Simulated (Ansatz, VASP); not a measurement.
## One calculation of CaSi3N2, two programs

File INCAR:

```
SYSTEM = CaSi3N2
PREC = Accurate
ENCUT = 600
EDIFF = 1E-7
ISMEAR = 0
SIGMA = 0.1
LREAL = .False.
LASPH = .True.
NELM = 120
ALGO = Normal
ISIF = 3
LWAVE = .False.
LCHARG = .False.
GGA = PE
IBRION = 2
NSW = 90
EDIFFG = -0.04
GGA_COMPAT = .False.
NELMIN = 4
```

Contents of KPOINTS:

```
Automatic mesh
0
Gamma
  6 6 4
  0 0 0
```

POSCAR

```
CaSi3N2
1.0
    5.3955228893      0.0000000000      0.0000000000
   -2.6977614447      4.6726598888      0.0000000000
    0.0000000000      0.0000000000      5.1894303793
Ca Si N
1 3 2
Direct
    0.0000000000      0.0000000000      0.0000000000
    0.0000000000      0.0000000000      0.5000000000
    0.3333333333      0.6666666667      0.0000000000
    0.3333333333      0.6666666667      0.5000000000
    0.6666666667      0.3333333333      0.1077670763
    0.6666666667      0.3333333333      0.8922329237
```

Input for Ansatz:

```yaml
crystal:
  lattice:
    - [5.3955228893, 0.0, 0.0]
    - [-2.6977614447, 4.6726598888, 0.0]
    - [0.0, 0.0, 5.1894303793]
  atoms:
    - { symbol: Ca, position: [0.0, 0.0, 0.0] }
    - { symbol: Si, position: [0.0, 0.0, 0.5] }
    - { symbol: Si, position: [0.3333333333, 0.6666666667, 0.0] }
    - { symbol: Si, position: [0.3333333333, 0.6666666667, 0.5] }
    - { symbol: "N", position: [0.6666666667, 0.3333333333, 0.1077670763] }
    - { symbol: "N", position: [0.6666666667, 0.3333333333, 0.8922329237] }
basis:
  ecutwfc: 420
kpoints:
  mp_grid: { grid: [6, 6, 4] }
hamiltonian:
  xc: pbe
scf:
  occupations: { method: gaussian, width: 0.1 }
  lower_state_search: "off"
output:
  forces: true
  stress: true
  eigenvalues: true
relax:
  adjacent_minimum: "off"
  f_tol: 0.04
  max_steps: 70
  cell: { stress_tol: 0.4 }
```

Change from the starting cell: species swapped into the Eu2Si3Au type (P-6m2, No. 187).

Alike in both runs: task relaxation of cell and atoms; functional PBE; k mesh 6 × 6 × 4; occupations gaussian, width 0.1 eV; no spin polarisation.

|  | VASP | Ansatz |
| --- | --- | --- |
| version | VASP 6.6.1 | Ansatz 0.2.0 |
| potentials or method | VASP PAW PBE potentials, release 64 (Ca_sv, Si, N), cutoff 600 eV | scalar-relativistic, plane waves, PAW |
| valence electrons in the cell | 32 | 32 |

```tsv
	VASP	Ansatz	Ansatz less VASP
gap on the k mesh at the Fermi level, each at its own relaxed structure (eV)	none	none	-
relaxed volume (Å³/atom)	21.74	21.92	+0.182
relaxed length of the cell vector where the two differ most in proportion (Å)	5.279	5.295	+0.0158
```

A gap of «none» marks a metal or a gap that the smearing closes.

Noted on VASP's run: the standard files for N, O and F lose accuracy on very short bonds.
